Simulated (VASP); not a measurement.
# BaTiO3 (P4mm) in VASP: single point with PBE

Aim: the single point of BaTiO3 with PBE.

Everything below comes from runs of VASP 6.6.1. Logs are shortened: lines on timing, memory, paths and dates and some standing lists are left out, and cuts for length are marked.

## 1. The cell of the first run

The structure is tetragonal, space group P4mm (No. 99). The conventional cell has a = 3.985 Å, b = 3.985 Å, c = 4.202 Å, α = 90.00°, β = 90.00°, γ = 90.00°. Ba (site symmetry 4mm) has 12 O at 2.80 to 2.99 Å and 8 Ti at 3.47 to 3.56 Å within 3.7 Å. Within 2.4 Å of Ti (site symmetry 4mm) lie 6 O at 1.81 to 2.39 Å. Within 2.4 Å of O (site symmetry 4mm) lie 2 Ti at 1.81 to 2.39 Å. Within 3.0 Å of O (site symmetry 2mm) lie 2 Ti at 2.00 Å and 4 Ba at 2.80 to 2.99 Å and 8 O at 2.82 to 2.96 Å.

## 2. Single point, PBE, non-collinear spin, zero start, spin-orbit coupling

File INCAR:

```
SYSTEM = BaTiO3
PREC = Accurate
ENCUT = 520
EDIFF = 1E-7
ISMEAR = 0
SIGMA = 0.02
LREAL = .FALSE.
LASPH = .TRUE.
NELM = 150
ALGO = Normal
ISIF = 2
LWAVE = .FALSE.
LCHARG = .TRUE.
LNONCOLLINEAR = .TRUE.
MAGMOM = 0 0 0 0 0 0 0 0 0 0 0 0 0 0 0
LORBIT = 11
LSORBIT = .TRUE.
GGA_COMPAT = .FALSE.
LORBMOM = .TRUE.
LMAXMIX = 4
GGA = PE
LVHAR = .TRUE.
NBANDS = 55
```

File KPOINTS:

```
regular mesh
0
G
  8 8 8
  0 0 0
```

File POSCAR:

```
BaTiO3
1.0
    3.9852569840      0.0000000000      0.0000000000
    0.0000000000      3.9852569840      0.0000000000
    0.0000000000      0.0000000000      4.2022179547
Ba Ti O
1 1 3
Direct
    0.0000000000      0.0000000000     -0.0106979926
    0.5000000000      0.5000000000      0.4720516423
    0.5000000000      0.5000000000      0.0408797490
    0.5000000000      0.0000000000      0.5203833006
    0.0000000000      0.5000000000      0.5203833006
```

Potentials or basis: VASP PAW PBE potentials, release 64 (Ba_sv, Ti_sv, O).

On the command line:

```
cat potpaw_PBE.64/Ba_sv/POTCAR potpaw_PBE.64/Ti_sv/POTCAR potpaw_PBE.64/O/POTCAR > POTCAR
mpirun -np 1 vasp_ncl > vasp.out
```

OUTCAR:

```text
SYSTEM = BaTiO3
   PREC = Accurate
   ENCUT = 520
   EDIFF = 1E-7
   ISMEAR = 0
   LREAL = .FALSE.
   LASPH = .TRUE.
   NELM = 150
   ISIF = 2
   LNONCOLLINEAR = .TRUE.
   LORBIT = 11
   LSORBIT = .TRUE.
   GGA = PE

 ion  position               nearest neighbor table
   1  0.000  0.000  0.989-   4 2.80   5 2.80   5 2.80   4 2.80   3 2.83   3 2.83   3 2.83   3 2.83
                             4 2.99   5 2.99   5 2.99   4 2.99   2 3.47   2 3.47   2 3.47   2 3.47
   2  0.500  0.500  0.472-   3 1.81   4 2.00   5 2.00   4 2.00   5 2.00   3 2.39   1 3.47   1 3.47
                             1 3.47   1 3.47   1 3.56   1 3.56   1 3.56   1 3.56
   3  0.500  0.500  0.041-   2 1.81   2 2.39   1 2.83   1 2.83   1 2.83   1 2.83
   4  0.500  0.000  0.520-   2 2.00   2 2.00   1 2.80   1 2.80   1 2.99   1 2.99
   5  0.000  0.500  0.520-   2 2.00   2 2.00   1 2.80   1 2.80   1 2.99   1 2.99

  LATTYP: Found a simple tetragonal cell.
 ALAT       =     3.9852569840
 C/A-ratio  =     1.0544408984

  Lattice vectors:

 A1 = (   3.9852569840,   0.0000000000,   0.0000000000)
 A2 = (   0.0000000000,   3.9852569840,   0.0000000000)
 A3 = (   0.0000000000,   0.0000000000,   4.2022179547)

Analysis of symmetry for initial positions (statically):
=====================================================================
 Subroutine PRICEL returns:
 Original cell was already a primitive cell.

 Routine SETGRP: Setting up the symmetry group for a
 simple tetragonal supercell.

 Subroutine GETGRP returns: Found  8 space group operations
 (whereof  8 operations were pure point group operations)
 out of a pool of 16 trial point group operations.

The static configuration has the point symmetry C_4v.

Analysis of symmetry for dynamics (positions and initial velocities):
=====================================================================
 Subroutine PRICEL returns:
 Original cell was already a primitive cell.

 Routine SETGRP: Setting up the symmetry group for a
 simple tetragonal supercell.

 Subroutine GETGRP returns: Found  8 space group operations
 (whereof  8 operations were pure point group operations)
 out of a pool of 16 trial point group operations.

The dynamic configuration has the point symmetry C_4v.

Analysis of structural, dynamic, and magnetic symmetry:
=====================================================================
 Subroutine PRICEL returns:
 Original cell was already a primitive cell.

 Routine SETGRP: Setting up the symmetry group for a
 simple tetragonal supercell.

 Subroutine GETGRP returns: Found  8 space group operations
 (whereof  8 operations were pure point group operations)
 out of a pool of 16 trial point group operations.
[... 1523 lines left out ...]
  free  energy   TOTEN  =       -40.2374694046 eV

  energy  without entropy=      -40.2374694046  energy(sigma->0) =      -40.23746940

 orbital moment (x)

 # of ion     p       d       tot
 ----------------------------------------
  1         0.000   0.000   0.000
  2         0.000  -0.000  -0.000
  3        -0.000   0.000  -0.000
  4        -0.000   0.000  -0.000
  5        -0.000   0.000  -0.000
 ----------------------------------------
           -0.000  -0.000  -0.000

 orbital moment (y)

 # of ion     p       d       tot
 ----------------------------------------
  1         0.000  -0.000  -0.000
  2         0.000   0.000   0.000
  3        -0.000   0.000  -0.000
  4         0.000   0.000   0.000
  5         0.000   0.000   0.000
 ----------------------------------------
           -0.000  -0.000  -0.000

 orbital moment (z)

 # of ion     p       d       tot
 ----------------------------------------
  1         0.000   0.000   0.000
  2         0.000   0.000   0.000
  3         0.000   0.000   0.000
  4         0.000   0.000   0.000
  5         0.000   0.000   0.000
 ----------------------------------------
            0.000   0.000   0.000

 Spin-Orbit-Coupling matrix elements

 Ion:    1  E_soc:     -0.3840016
 l=   1
     0.0000000    -0.0638365    -0.0638907
    -0.0638365     0.0000000    -0.0638365
    -0.0638907    -0.0638365     0.0000000
 l=   2
     0.0000000    -0.0000334     0.0000000    -0.0000334    -0.0001134
    -0.0000334     0.0000000    -0.0000840    -0.0000323    -0.0000283
     0.0000000    -0.0000840     0.0000000    -0.0000840     0.0000000
    -0.0000334    -0.0000323    -0.0000840     0.0000000    -0.0000283
    -0.0001134    -0.0000283     0.0000000    -0.0000283     0.0000000
 l=   3
     0.0000000     0.0000000     0.0000000     0.0000000     0.0000000     0.0000000     0.0000000
     0.0000000     0.0000000     0.0000000     0.0000000     0.0000000     0.0000000     0.0000000
     0.0000000     0.0000000     0.0000000     0.0000000     0.0000000     0.0000000     0.0000000
     0.0000000     0.0000000     0.0000000     0.0000000     0.0000000     0.0000000     0.0000000
[... 69 lines left out ...]
 l=   2
     0.0000000     0.0000000     0.0000000     0.0000000     0.0000000
     0.0000000     0.0000000     0.0000000     0.0000000     0.0000000
     0.0000000     0.0000000     0.0000000     0.0000000     0.0000000
     0.0000000     0.0000000     0.0000000     0.0000000     0.0000000
     0.0000000     0.0000000     0.0000000     0.0000000     0.0000000
 l=   3
     0.0000000     0.0000000     0.0000000     0.0000000     0.0000000     0.0000000     0.0000000
     0.0000000     0.0000000     0.0000000     0.0000000     0.0000000     0.0000000     0.0000000
     0.0000000     0.0000000     0.0000000     0.0000000     0.0000000     0.0000000     0.0000000
     0.0000000     0.0000000     0.0000000     0.0000000     0.0000000     0.0000000     0.0000000
     0.0000000     0.0000000     0.0000000     0.0000000     0.0000000     0.0000000     0.0000000
     0.0000000     0.0000000     0.0000000     0.0000000     0.0000000     0.0000000     0.0000000
     0.0000000     0.0000000     0.0000000     0.0000000     0.0000000     0.0000000     0.0000000

 total charge

# of ion       s       p       d       tot
------------------------------------------
    1        2.006   5.645   0.308   7.958
    2        2.219   6.262   1.773  10.253
    3        1.571   3.456   0.000   5.027
    4        1.562   3.461   0.000   5.023
    5        1.562   3.461   0.000   5.023
--------------------------------------------------
tot          8.920  22.284   2.081  33.284

 magnetization (x)

# of ion       s       p       d       tot
------------------------------------------
    1        0.000   0.000   0.000   0.000
    2        0.000  -0.000   0.000   0.000
    3        0.000   0.000   0.000   0.000
    4        0.000   0.000   0.000   0.000
    5        0.000   0.000   0.000   0.000
--------------------------------------------------
tot          0.000   0.000   0.000   0.000

 magnetization (y)

# of ion       s       p       d       tot
------------------------------------------
    1       -0.000   0.000   0.000   0.000
    2        0.000   0.000   0.000   0.000
    3        0.000   0.000   0.000   0.000
    4        0.000   0.000   0.000   0.000
    5        0.000   0.000   0.000   0.000
--------------------------------------------------
tot          0.000   0.000   0.000   0.000

 magnetization (z)

# of ion       s       p       d       tot
------------------------------------------
    1        0.000   0.000   0.000   0.000
    2        0.000   0.000   0.000   0.000
    3        0.000  -0.000   0.000  -0.000
    4       -0.000   0.000   0.000  -0.000
    5       -0.000  -0.000   0.000  -0.000
--------------------------------------------------
tot          0.000  -0.000   0.000   0.000
```

stdout:

```text
POSCAR found type information on POSCAR BaTiO
 POSCAR found :  3 types and       5 ions
 scaLAPACK will be used
 LDA part: xc-table for (Slater+PW92), standard interpolation
 POSCAR, INCAR and KPOINTS ok, starting setup
 FFT: planning ... GRIDC
 FFT: planning ... GRID_SOFT
 FFT: planning ... GRID
 WAVECAR not read
 entering main loop
```

Wall time 24 min (1 thread of Oxide Virtual Turin-like, shared host); peak memory 0.69 GiB.

Results:

```
Free energy                                           : -40.2375 eV
Pressure                                              : 1.6 GPa
Largest force                                         : 0.083 eV/Å
Net moment                                            : 0.00 μB per cell
Valence electrons inside the program's atomic spheres : Ba 7.96; Ti 10.25; O 5.03, 5.02 (each value once)
```

Forces on the atoms (eV/Å):
```
Ba   0.000  0.000  0.046
Ti   0.000  0.000  0.083
O    0.000  0.000 -0.082
O    0.000  0.000 -0.024
O    0.000  0.000 -0.024
```

Moments on the atoms (μB; x, y, z):
```
Ba  0.00 0.00 0.00
Ti  0.00 0.00 0.00
O   0.00 0.00 0.00
O   0.00 0.00 0.00
O   0.00 0.00 0.00
```
